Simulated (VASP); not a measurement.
NaF:

```
Na F
1.0
    -1.65390   -3.17335   -0.00486
    -5.02622    3.20689   -0.01510
     1.65267   -0.00815   -5.70493
Na F
4 4
Direct
  0.61482 0.58132 0.38502
  0.10752 0.09165 0.35980
  0.46135 0.98633 0.86883
  0.99560 0.45970 0.82434
  0.86272 0.93729 0.65123
  0.33698 0.37452 0.65508
  0.33693 0.80314 0.14220
  0.78408 0.26605 0.11350
```

| Item | Value |
| --- | --- |
| Program | VASP 6.6.1 |
| Task | relaxation of cell and atoms |
| Functional | PBE |
| Potentials or basis | VASP PAW PBE potentials, release 64 (Na_pv, F) |
| Cutoff | 600 eV |
| k mesh | 4 × 4 × 4 |
| Occupations | gaussian, width 0.1 eV |
| Spin | no spin polarisation |

At the start: pressure 4.1 GPa; volume 15.17 Å³/atom.

Where does the relaxation end?

Over 42 steps the energy falls by 279.8 meV/atom and the volume is 12.91 Å³/atom (-14.9 %); space group P1 (No. 1, to 0.1 Å) before, Fm-3m (No. 225, to 0.1 Å).

Step by step:
```csv
step,energy change (eV),largest force (eV/Å),pressure (GPa),volume (Å³)
1,0.0000,6.3190,4.05,121.36
3,-1.1616,0.8202,-1.11,125.84
5,-1.1768,0.7607,-1.39,126.81
7,-1.4122,0.3329,0.21,119.25
9,-1.4375,0.1950,0.05,119.28
11,-1.4521,0.1638,0.13,118.94
13,-1.4673,0.1740,-0.30,120.26
15,-1.4875,0.1990,-0.25,119.39
17,-1.5158,0.3785,-0.14,115.02
19,-1.5308,0.4048,-0.31,114.48
21,-1.6008,0.5355,-0.64,111.93
23,-1.6183,0.6027,-0.68,110.85
25,-1.6601,0.6211,-0.16,107.94
27,-1.7346,0.5422,-0.20,107.64
29,-1.9664,0.8707,0.17,105.83
31,-2.0424,0.5790,-0.23,106.00
33,-2.1445,0.2695,-0.35,105.13
35,-2.2241,0.1269,0.64,102.07
37,-2.2341,0.0610,-0.23,103.93
39,-2.2373,0.0368,0.01,103.29
41,-2.2373,0.0387,0.06,103.20
42,-2.2381,0.0174,0.01,103.29
```

Final structure:
```
CELL_PARAMETERS angstrom
-1.63828 -2.87252 -0.23993
-4.99295 2.83254 0.26371
1.63851 -0.46799 -5.48834
ATOMIC_POSITIONS crystal
Na 0.43830 0.56311 0.37624
Na 0.93860 0.06131 0.37383
Na 0.43679 0.06351 0.87595
Na 0.93726 0.56174 0.87420
F 0.93645 0.81315 0.62566
F 0.43787 0.31177 0.62431
F 0.43773 0.81196 0.12412
F 0.93698 0.31344 0.12569
```

Caveat: the k points lie up to 0.47 Å⁻¹ apart in the final cell.
